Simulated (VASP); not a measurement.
A run of VASP 6.6.1 is set up as follows.

Contents of INCAR:

```
SYSTEM = CdO
PREC = Accurate ; ENCUT = 600
EDIFF = 1E-6 ; ISMEAR = 0
SIGMA = 0.018 ; LREAL = .FALSE.
LASPH = .TRUE. ; NELM = 120
ALGO = Normal ; ISIF = 2
LWAVE = .FALSE. ; LCHARG = .TRUE.
GGA = PE ; IVDW = 13
LELF = .TRUE. ; LVHAR = .TRUE.
NBANDS = 16 ; GGA_COMPAT = .FALSE.
```

File KPOINTS:

```
regular mesh
0
G
  6 6 6
  0 0 0
```

File POSCAR:

```
CdO
1.0
    0.0000000000      2.3185225105      2.3185225105
    2.3185225105      0.0000000000      2.3185225105
    2.3185225105      2.3185225105      0.0000000000
Cd O
1 1
Direct
    0.0000000000      0.0000000000      0.0000000000
    0.5000000000      0.5000000000      0.5000000000
```

Potentials or basis: VASP PAW PBE potentials, release 64 (Cd, O).

The run is started by

```bash
$ cat potpaw_PBE.64/Cd/POTCAR potpaw_PBE.64/O/POTCAR > POTCAR
$ mpirun -np 1 vasp_std > vasp.out
```

(1) Predict the dispersion energy per atom.

(2) Estimate the band gap on the k mesh.

(3) Predict the pressure.

Answers

(1) -0.325 eV.

(2) zero (band 9 reaches 2.43 eV, above the bottom of band 10 at 2.08 eV).

(3) 10.6 GPa.

Caveat: the k points lie up to 0.39 Å⁻¹ apart; pairwise dispersion overbinds metals, which lowers pressure and volume.
